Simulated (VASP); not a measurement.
Runs of VASP 6.6.1 on MgS. The structure is that of space group R3m (No. 160), or close to it. The cells are those of the table. 

| level | cell | k mesh | smearing | gap on the mesh (eV) | pressure (GPa) | largest force (eV/Å) |
| --- | --- | --- | --- | --- | --- | --- |
| PBE | a = 3.981 Å, angles 63.1°, 2 atoms | 8 × 8 × 8 | fermi-dirac 0.02 eV | 2.93 | -1.8 | 0.01 |
| PBE | a = 4.032 Å, angles 56.9°, 2 atoms | 4 × 4 × 4 | gaussian 0.01 eV | 3.44 | (a) | 0.01 |
| r2SCAN | a = 3.981 Å, angles 63.1°, 2 atoms | 8 × 8 × 8 | gaussian 0.01 eV | 3.57 | -3.0 | - |
| r2SCAN | a = 4.032 Å, angles 56.9°, 2 atoms | 8 × 8 × 8 | gaussian 0.01 eV | (b) | 3.0 | - |
| PBE | a = 3.981 Å, angles 63.1°, 2 atoms | 4 × 4 × 4 | gaussian 0.01 eV | 2.93 | -1.7 | 0.01 |
| PBE | a = 4.032 Å, angles 56.9°, 2 atoms | 8 × 8 × 8 | fermi-dirac 0.02 eV | 3.45 | 4.2 | 0.02 |

Alike in all rows: task single point; potentials or basis VASP PAW PBE potentials, release 64 (Mg, S); no spin polarisation; cutoff (eV) 520.

Question: Estimate the missing entries.

Answer: (a) 4.3; (b) 4.03.

Caveats: some runs use coarse meshes; the PAW data sets were made with another functional, which shifts forces and pressure a little (some runs).

A k mesh can miss the band edges.
